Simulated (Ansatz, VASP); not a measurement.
**Two plane-wave programs on Au**

POSCAR

```
Au
1.0
    0.0000000000      2.0617793868      2.0617793868
    2.0617793868      0.0000000000      2.0617793868
    2.0617793868      2.0617793868      0.0000000000
Au
1
Direct
    0.0000000000      0.0000000000      0.0000000000
```

INCAR.step1

```
SYSTEM = Au
PREC     = Accurate       ! precision mode
ENCUT    = 520            ! plane-wave cutoff, eV
ISMEAR   = -1             ! smearing method
SIGMA    = 0.05           ! smearing width, eV
LREAL    = .FALSE.        ! projectors in reciprocal space
LASPH    = .TRUE.         ! aspherical terms in the spheres
NELM     = 60             ! most SCF steps
NBANDS   = 12             ! bands
GGA      = PE             ! functional
ALGO     = Normal         ! electronic algorithm
EDIFF    = 1E-4           ! SCF threshold, eV
LWAVE    = .TRUE.         ! write WAVECAR
LCHARG   = .FALSE.        ! write CHGCAR
```

Contents of INCAR.step2:

```
SYSTEM = Au
PREC     = Accurate       ! precision mode
ENCUT    = 520            ! plane-wave cutoff, eV
EDIFF    = 1E-6           ! SCF threshold, eV
ISMEAR   = -1             ! smearing method
SIGMA    = 0.05           ! smearing width, eV
LREAL    = .FALSE.        ! projectors in reciprocal space
LASPH    = .TRUE.         ! aspherical terms in the spheres
NELM     = 60             ! most SCF steps
ALGO     = Normal         ! electronic algorithm
ISIF     = 2              ! what is computed and relaxed
LWAVE    = .FALSE.        ! write WAVECAR
LCHARG   = .TRUE.         ! write CHGCAR
METAGGA  = R2SCAN         ! meta-GGA
LMIXTAU  = .TRUE.       
LELF     = .TRUE.         ! ELF
LVHAR    = .TRUE.       
NBANDS   = 12             ! bands
ISTART   = 1
```

File KPOINTS:

```
regular mesh
0
G
  11 11 11
  0 0 0
```

File input.yaml:

```yaml
crystal:
  lattice:
    - [0.0, 2.0617793868, 2.0617793868]
    - [2.0617793868, 0.0, 2.0617793868]
    - [2.0617793868, 2.0617793868, 0.0]
  atoms:
    - { symbol: Au, position: [0.0, 0.0, 0.0] }
hamiltonian:
  xc: r2scan
  pseudopotentials: { kind: paw }
kpoints:
  mp_grid: { grid: [11, 11, 11] }
scf:
  occupations: { method: fermi_dirac, width: 0.05 }
output:
  forces: true
  stress: true
  eigenvalues: true
```

Alike in both runs: task single point; functional r2SCAN; k mesh 11 × 11 × 11; occupations fermi-dirac, width 0.05 eV; no spin polarisation.

```csv
,VASP,Ansatz
version,VASP 6.6.1,Ansatz 0.2.0
potentials or method,"VASP PAW PBE potentials, release 64 (Au)",Ansatz PAW
plane-wave cutoff (eV),520,500
valence electrons in the cell,11,19
```

VASP gave:

```
gap on the k mesh at the Fermi level (eV) : none
pressure (GPa)                            : 0.2
```

Question: Estimate Ansatz's values.

Answer: gap on the k mesh at the Fermi level (eV): none; pressure (GPa): 0.0.

VASP's potentials were made for PBE, not for r2SCAN. A gap of «none» marks a metal or a gap that the smearing closes. VASP's potentials hold 11 valence electrons a cell and Ansatz's 19, so a difference there can come from the potentials and not from the codes.

Spin-orbit coupling is off throughout.
